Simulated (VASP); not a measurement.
# Ga (Pm-3m) in VASP: a series of runs, part 2 of 2

VASP 6.6.1.

### Step 4. Single point, revPBE+D4

This run uses another cell than the first one, of 18.43 Å³/atom, 0.919 times its volume.

The input, INCAR:

```
SYSTEM = Ga
PREC     = Accurate       ! precision mode
ENCUT    = 520            ! plane-wave cutoff, eV
EDIFF    = 1E-6           ! SCF threshold, eV
ISMEAR   = -1             ! smearing method
SIGMA    = 0.05           ! smearing width, eV
LREAL    = .False.        ! projectors in reciprocal space
LASPH    = .True.         ! aspherical terms in the spheres
NELM     = 100            ! most SCF steps
ALGO     = Normal         ! electronic algorithm
ISIF     = 2              ! what is computed and relaxed
LWAVE    = .False.        ! write WAVECAR
LCHARG   = .False.        ! write CHGCAR
GGA      = RE             ! functional
IVDW     = 13             ! dispersion correction
NBANDS   = 12             ! bands
```

The input, KPOINTS:

```
Automatic mesh
0
Gamma
  10 10 10
  0 0 0
```

The input, POSCAR:

```
Ga
1.0
    2.6412588725      0.0000000000      0.0000000000
    0.0000000000      2.6412588725      0.0000000000
    0.0000000000      0.0000000000      2.6412588725
Ga
1
Direct
    0.0000000000      0.0000000000      0.0000000000
```

Potentials or basis: VASP PAW PBE potentials, release 64 (Ga_d).

The run is started by

```bash
cat potpaw_PBE.64/Ga_d/POTCAR > POTCAR
mpirun -np 1 vasp_std > vasp.out
```

OUTCAR:

```text
SYSTEM = Ga
   PREC = Accurate
   ENCUT = 520
   EDIFF = 1E-6
   ISMEAR = -1
   LREAL = .False.
   LASPH = .True.
   NELM = 100
   ISIF = 2
   GGA = RE
   IVDW = 13

 ion  position               nearest neighbor table
   1  0.000  0.000  0.000-

  LATTYP: Found a simple cubic cell.
 ALAT       =     2.6412588725

  Lattice vectors:

 A1 = (   2.6412588725,   0.0000000000,   0.0000000000)
 A2 = (   0.0000000000,   2.6412588725,   0.0000000000)
 A3 = (   0.0000000000,   0.0000000000,   2.6412588725)

Analysis of symmetry for initial positions (statically):
=====================================================================
 Subroutine PRICEL returns:
 Original cell was already a primitive cell.

 Routine SETGRP: Setting up the symmetry group for a
 simple cubic supercell.

 Subroutine GETGRP returns: Found 48 space group operations
 (whereof 48 operations were pure point group operations)
 out of a pool of 48 trial point group operations.

The static configuration has the point symmetry O_h .

Analysis of symmetry for dynamics (positions and initial velocities):
=====================================================================
 Subroutine PRICEL returns:
 Original cell was already a primitive cell.

 Routine SETGRP: Setting up the symmetry group for a
 simple cubic supercell.

 Subroutine GETGRP returns: Found 48 space group operations
 (whereof 48 operations were pure point group operations)
 out of a pool of 48 trial point group operations.

The dynamic configuration has the point symmetry O_h .

 Subroutine INISYM returns: Found 48 space group operations
 (whereof 48 operations are pure point group operations),
 and found     1 'primitive' translations

----------------------------------------------------------------------------------------

                                     Primitive cell

  volume of cell :      18.4261

  direct lattice vectors                    reciprocal lattice vectors
     2.641258872  0.000000000  0.000000000     0.378607342  0.000000000  0.000000000
     0.000000000  2.641258872  0.000000000     0.000000000  0.378607342  0.000000000
     0.000000000  0.000000000  2.641258872     0.000000000  0.000000000  0.378607342

  length of vectors
     2.641258872  2.641258872  2.641258872     0.378607342  0.378607342  0.378607342

  position of ions in fractional coordinates (direct lattice)
     0.000000000  0.000000000  0.000000000

  ion indices of the primitive-cell ions
   primitive index   ion index
                 1           1

----------------------------------------------------------------------------------------

 KPOINTS: Automatic mesh

Automatic generation of k-mesh.
 Grid dimensions read from file:
 generate k-points for:   10   10   10

 Generating k-lattice:

  Cartesian coordinates                     Fractional coordinates (reciprocal lattice)
     0.037860734  0.000000000  0.000000000     0.100000000  0.000000000  0.000000000
     0.000000000  0.037860734  0.000000000     0.000000000  0.100000000  0.000000000
     0.000000000  0.000000000  0.037860734     0.000000000  0.000000000  0.100000000

  Length of vectors
     0.037860734  0.037860734  0.037860734

  Shift w.r.t. Gamma in fractional coordinates (k-lattice)
     0.000000000  0.000000000  0.000000000

 Subroutine IBZKPT returns following result:
 ===========================================

 Found     56 irreducible k-points:

 Following reciprocal coordinates:
            Coordinates               Weight
  0.000000  0.000000  0.000000      1.000000
  0.100000  0.000000  0.000000      6.000000
  0.200000  0.000000  0.000000      6.000000
  0.300000  0.000000  0.000000      6.000000
  0.400000  0.000000  0.000000      6.000000
  0.500000  0.000000  0.000000      3.000000
[... 16 lines left out ...]
  0.200000  0.100000  0.100000     24.000000
  0.300000  0.100000  0.100000     24.000000
 [... further k-points ...]
   k-points           NKPTS =     56   k-points in BZ     NKDIM =     56   number of bands    NBANDS=     12
   number of dos      NEDOS =    301   number of ions     NIONS =      1
   total plane-waves  NPLWV =   8000
   dimension x,y,z NGX =    20 NGY =   20 NGZ =   20
   dimension x,y,z NGXF=    40 NGYF=   40 NGZF=   40
   ions per type =               1
   NGX,Y,Z   is equivalent  to a cutoff of  12.59, 12.59, 12.59 a.u.
   NGXF,Y,Z  is equivalent  to a cutoff of  25.18, 25.18, 25.18 a.u.
 SYSTEM =  Ga
   PREC   = accura    normal or accurate (medium, high low for compatibility)
   ISTART =      0    job   : 0-new  1-cont  2-samecut
   ICHARG =      2    charge: 1-file 2-atom 10-const
   ISPIN  =      1    spin polarized calculation?
   LNONCOLLINEAR =      F non collinear calculations
   LSORBIT =      F    spin-orbit coupling
   LASPH  =      T    aspherical Exc in radial PAW
   ENCUT  =  520.0 eV  38.22 Ry    6.18 a.u.   4.91  4.91  4.91*2*pi/ulx,y,z
   NELM   =    100;   NELMIN=  2; NELMDL= -5     # of ELM steps
   EDIFF  = 0.1E-05   stopping-criterion for ELM
   LREAL  =      F    real-space projection
   EDIFFG = 0.1E-04   stopping-criterion for IOM
   NSW    =      0    number of steps for IOM
   IBRION =     -1    ionic relax: 0-MD 1-quasi-New 2-CG
   NFREE  =      0    steps in history (QN), initial steepest desc. (CG)
   ISIF   =      2    stress and relaxation
   ISYM   =      2    0-nonsym 1-usesym 2-fastsym
   POTIM  = 0.5000    time-step for ionic-motion
   TEBEG  =    0.0;   TEEND  =   0.0 temperature during run
   PSTRESS=    0.0 pullay stress
   NELECT =      13.0000    total number of electrons
   NUPDOWN=      -1.0000    fix difference up-down
   EMIN   =  10.00;   EMAX   =-10.00  energy-range for DOS
   EFERMI =   0.00;   METHOD = LEGACY
   ISMEAR =    -1;   SIGMA  =   0.05  broadening in eV -4-tet -1-fermi 0-gaus
   EFERMI_NEDOS =   21; number of points for ismear=-14 and -15
   IALGO  =     38    algorithm
   IMIX   =      4    mixing-type and parameters
     AMIX     =   0.40;   BMIX     =  1.00
     AMIX_MAG =   1.60;   BMIX_MAG =  1.00
  volume/ion in A,a.u.               =      18.43       124.35
  Fermi-wavevector in a.u.,A,eV,Ry     =   1.457398  2.754084 28.898915  2.124010
  Thomas-Fermi vector in A             =   2.574205
   LORBIT       =      0    0 simple, 1 ext, 2 COOP (PROOUT), +10 PAW based schemes
   GGA     = RE    functional components
   LHFCALC =     F    Hartree Fock is set to
   AEXX    =    0.0000 exact exchange contribution
   IVDW    =    13    specifies the selected vdW correction
   LEPSILON=     F    determine dielectric tensor
   LRPA    =     F    only Hartree local field effects (RPA)
 non-spin polarized calculation
  energy-cutoff  :      520.00
  volume of cell :       18.43
 maximum number of plane-waves:       516
 NGX is ok and might be reduce to    20
   NGX =  9   NGY =  9   NGZ =  9

 number of electron      12.9999992 magnetization

 Free energy of the ion-electron system (eV)
  ---------------------------------------------------
  ext. energy  EPLUGINS =         0.00000000
  ---------------------------------------------------
  free energy    TOTEN  =        -2.49503205 eV

  energy without entropy =       -2.49123674  energy(sigma->0) =       -2.49313439

 E-fermi :   5.6088     XC(G=0): -10.9556

 val. band max:        5.5558306841   @ k =   0.4000   0.4000   0.1000
 cond. band min:       5.6632114864   @ k =   0.3000   0.0000   0.0000
 fundamental gap:      0.1073808023
 Fermi energy:         5.6087501495

 k-point     1 :       0.0000    0.0000    0.0000
  band No.  band energies     occupation
      1      -9.6731      2.00000
      2      -9.6731      2.00000
      3      -9.0497      2.00000
      4      -9.0497      2.00000
      5      -9.0497      2.00000
      6      -5.5537      2.00000
      7      15.1545      0.00000
      8      15.1545      0.00000
      9      15.1545      0.00000
     10      17.9904      0.00000
     11      17.9904      0.00000
     12      20.9650      0.00000
[... 331 lines left out ...]
 k-point    24 :       0.3000    0.1000    0.1000
  band No.  band energies     occupation
      1      -9.5785      2.00000
      2      -9.3783      2.00000
      3      -9.1927      2.00000
      4      -9.1823      2.00000
      5      -9.0729      2.00000
      6      -3.1457      2.00000
      7       6.0759      0.00018
      8      14.2105      0.00000
      9      15.0710      0.00000
     10      22.7503      0.00000
     11      22.9839      0.00000
     12      24.1903      0.00000

 [... further k-points ...]

------------------------ aborting loop because EDIFF is reached ----------------------------------------

  DFT-D4 for vdW energy calculation

  Edisp (eV):   -0.77267

  FORCE on cell =-STRESS in cart. coord.  units (eV):
  Direction    XX          YY          ZZ          XY          YZ          ZX
  --------------------------------------------------------------------------------------
  -------------------------------------------------------------------------------------
  Total       0.01626     0.01626     0.01626    -0.00000     0.00000    -0.00000
  in kB       1.41359     1.41359     1.41359    -0.00000     0.00000    -0.00000
  external pressure =        1.41 kB  Pullay stress =        0.00 kB

 VOLUME and BASIS-vectors are now :
 -----------------------------------------------------------------------------
  energy-cutoff  :      520.00
  volume of cell :       18.43
      direct lattice vectors                 reciprocal lattice vectors
     2.641258872  0.000000000  0.000000000     0.378607342  0.000000000  0.000000000
     0.000000000  2.641258872  0.000000000     0.000000000  0.378607342  0.000000000
     0.000000000  0.000000000  2.641258872     0.000000000  0.000000000  0.378607342

 POSITION                                       TOTAL-FORCE (eV/Angst)
 -----------------------------------------------------------------------------------
      0.00000      0.00000      0.00000         0.000000      0.000000      0.000000
 -----------------------------------------------------------------------------------
    total drift:                                0.000000      0.000000      0.000000

  FREE ENERGIE OF THE ION-ELECTRON SYSTEM (eV)
  ---------------------------------------------------
  free  energy   TOTEN  =        -3.2677052613 eV

  energy  without entropy=       -3.2639099553  energy(sigma->0) =       -3.26580761
```

It took 11 s on 1 thread of Intel Xeon 8259CL, shared host; peak memory 0.13 GiB.

Results:

| Property | Result |
| --- | --- |
| Free energy | -3.2677 eV |
| Pressure | 0.1 GPa |
| Dispersion energy per atom | -0.773 eV |

Caveat: the PAW data sets were made with another functional, which shifts forces and pressure a little; pairwise dispersion overbinds metals, which lowers pressure and volume.

### Step 5. The runs side by side

| task | level | cell | cutoff (eV) | gap on the mesh (eV) | pressure (GPa) |
| --- | --- | --- | --- | --- | --- |
| relaxation of cell and atoms | PBE+D3(BJ) | relaxed from a = 2.716 Å, 1 atom | 600 | none | -0.1 |
| single point | revPBE+D3(BJ) | a = 2.658 Å, 1 atom | 520 | none | 0.2 |
| single point | revPBE+D4 | a = 2.641 Å, 1 atom | 520 | none | 0.1 |

Alike in all rows: potentials or basis VASP PAW PBE potentials, release 64 (Ga_d); no spin polarisation; k mesh 10 × 10 × 10; smearing fermi-dirac 0.05 eV.

Caveats: pairwise dispersion overbinds metals, which lowers pressure and volume; the PAW data sets were made with another functional, which shifts forces and pressure a little (some runs).

Absolute energies hang on the potentials; compare differences alone.
